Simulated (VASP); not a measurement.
Set up this calculation in VASP 6.6.1, as the native input.

| Quantity | Value |
| --- | --- |
| Task | single point |
| Functional | PBE |
| Potentials or basis | VASP PAW PBE potentials, release 64 (Ni) |
| Cutoff | 520 eV |
| k mesh | 15 × 15 × 15 |
| Occupations | fermi-dirac, width 0.1 eV |
| Spin | no spin polarisation |
| Dipole correction | no |
| Further INCAR settings | ALGO = Normal; EDIFF = 1e-06; NBANDS = 11 |

The structure of Ni lies in POSCAR:

```
Ni
1.0
    2.4160913934      0.0000000000      0.0000000000
    0.0000000000      2.4160913934      0.0000000000
    0.0000000000      0.0000000000      2.4160913934
Ni
1
Direct
    0.0000000000      0.0000000000      0.0000000000
```

This cell differs from its parent crystal: volume scaled by 1.12.

The input as run:

INCAR

```
PREC = Accurate ; ENCUT = 520
EDIFF = 1E-6 ; ISMEAR = -1
SIGMA = 0.1 ; LREAL = F
LASPH = T ; NELM = 60
ALGO = Normal ; ISIF = 2
LWAVE = F ; LCHARG = F
GGA = PE ; NBANDS = 11
```

KPOINTS

```
Automatic mesh
0
Gamma
  15 15 15
```

Potentials or basis: VASP PAW PBE potentials, release 64 (Ni).

Command:

```bash
$ cat potpaw_PBE.64/Ni/POTCAR > POTCAR
$ mpirun -np 1 vasp_std > vasp.out
```

Results of the run:

| Item | Value |
| --- | --- |
| Pressure | -12.4 GPa |
| Band gap on the k mesh | zero (band 5 reaches 6.67 eV, above the bottom of band 6 at 5.69 eV) |

Caveat: the run has no spin polarisation, though such a crystal can be magnetic.

Wall time 9.3 s on 1 thread of Intel(R) Xeon(R) 6975P-C (Granite Rapids), with other jobs on the host, peak memory 0.13 GiB.
